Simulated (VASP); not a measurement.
The system is TiH3.

```
CELL_PARAMETERS angstrom
2.90000 0.00000 0.00000
0.00000 2.90000 0.00000
0.00000 0.00000 2.90000
ATOMIC_POSITIONS crystal
Ti 0.00000 0.00000 0.00000
H 0.00000 0.50000 0.50000
H 0.50000 0.00000 0.50000
H 0.50000 0.50000 0.00000
```

| Item | Value |
| --- | --- |
| Program | VASP 6.6.1 |
| Task | relaxation of cell and atoms |
| Functional | PBEsol |
| Potentials or basis | VASP PAW PBE potentials, release 64 (Ti_sv, H) |
| Cutoff | 600 eV |
| k mesh | 16 × 16 × 16 |
| Occupations | fermi-dirac, width 0.1 eV |
| Spin | no spin polarisation |

At the start: pressure -6.7 GPa; volume 6.10 Å³/atom.

How do energy, volume and symmetry change on relaxing?

Over 3 steps the energy falls by 6.2 meV/atom and the volume is 5.81 Å³/atom (-4.6 %); space group Pm-3m (No. 221, to 0.05 Å).

Step by step:
| step | energy change (eV) | largest force (eV/Å) | pressure (GPa) | volume (Å³) |
| --- | --- | --- | --- | --- |
| 1 | 0.0000 | 0.0000 | -6.67 | 24.39 |
| 2 | -0.0234 | 0.0000 | -1.64 | 23.50 |
| 3 | -0.0247 | 0.0000 | -0.06 | 23.26 |

Final structure:
```yaml
crystal:
  lattice:
    - [2.85437, 0.00000, 0.00000]
    - [0.00000, 2.85437, 0.00000]
    - [0.00000, 0.00000, 2.85437]
  atoms:
    - { symbol: Ti, position: [0.00000, 0.00000, 0.00000] }
    - { symbol: H, position: [0.00000, 0.50000, 0.50000] }
    - { symbol: H, position: [0.50000, 0.00000, 0.50000] }
    - { symbol: H, position: [0.50000, 0.50000, 0.00000] }
```

Caveat: the PAW data sets were made with another functional, which shifts forces and pressure a little.
